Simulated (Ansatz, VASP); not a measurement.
**One calculation of Al8N, two programs**

INCAR

```
SYSTEM = Al8N
ALGO = Normal ; DIPOL = 0.5 0.5 0.398
EDIFF = 1E-6 ; ENCUT = 520
GGA = PE ; IDIPOL = 3
ISIF = 2 ; ISMEAR = 0
LASPH = .True. ; LCHARG = .True.
LDIPOL = .True. ; LELF = .True.
LREAL = .False. ; LVACPOTAV = .True.
LVHAR = .True. ; LWAVE = .False.
NBANDS = 24 ; NELM = 80
PREC = Accurate ; SIGMA = 0.1
```

The input KPOINTS:

```
k-points
0
Gamma
  9 9 1
  0 0 0
```

File POSCAR:

```
Al8N
1.0
    2.8543223330      0.0000000000      0.0000000000
   -1.4271611665      2.4719156510      0.0000000000
    0.0000000000      0.0000000000     33.4760593533
Al N
8 1
Direct
    0.3333333333      0.6666666667      0.1194883770
    0.0000000000      0.0000000000      0.1895622803
    0.6666666667      0.3333333333      0.2596361837
    0.0000000000      0.0000000000      0.3297100869
    0.3333333333      0.6666666667      0.3992195594
    0.0000000000      0.0000000000      0.4696536480
    0.6666666667      0.3333333333      0.5400996810
    0.0000000000      0.0000000000      0.6116627748
    0.0000000000      0.0000000000      0.6621466141
```

Input for Ansatz:

```yaml
crystal:
  lattice:
    - [2.854322333, 0.0, 0.0]
    - [-1.4271611665, 2.471915651, 0.0]
    - [0.0, 0.0, 33.4760593533]
  atoms:
    - { symbol: Al, position: [0.3333333333, 0.6666666667, 0.119488377] }
    - { symbol: Al, position: [0.0, 0.0, 0.1895622803] }
    - { symbol: Al, position: [0.6666666667, 0.3333333333, 0.2596361837] }
    - { symbol: Al, position: [0.0, 0.0, 0.3297100869] }
    - { symbol: Al, position: [0.3333333333, 0.6666666667, 0.3992195594] }
    - { symbol: Al, position: [0.0, 0.0, 0.469653648] }
    - { symbol: Al, position: [0.6666666667, 0.3333333333, 0.540099681] }
    - { symbol: Al, position: [0.0, 0.0, 0.6116627748] }
    - { symbol: "N", position: [0.0, 0.0, 0.6621466141] }
basis:
  ecutwfc: 420
kpoints:
  mp_grid: { grid: [9, 9, 1] }
hamiltonian:
  xc: pbe
scf:
  occupations: { method: gaussian, width: 0.1 }
output:
  forces: true
  eigenvalues: true
efield:
  axis: 3
  dipole_correction: true
  ramp_width: 0.04
```

Alike in both runs: task single point; functional PBE; k mesh 9 × 9 × 1; occupations gaussian, width 0.1 eV; no spin polarisation.

```csv
,VASP,Ansatz
version,VASP 6.6.1,Ansatz 0.2.0
potentials or method,"VASP PAW PBE potentials, release 64 (Al, N), cutoff 520 eV","scalar-relativistic, plane waves, PAW"
valence electrons in the cell,29,29
```

Ansatz gave:

* gap on the k mesh at the Fermi level (eV): none
* rms of the force components (eV/Å): 0.976
* work function, face that differs most (eV): 4.04

Question: Estimate VASP's values.

Answer: gap on the k mesh at the Fermi level (eV): none; rms of the force components (eV/Å): 0.981; work function, face that differs most (eV): 4.02.

Atom by atom the forces differ by 0.005 eV/Å (rms over components). A gap of «none» marks a metal or a gap that the smearing closes. With one functional, cell and mesh, what is left measures potentials, basis and numerics.
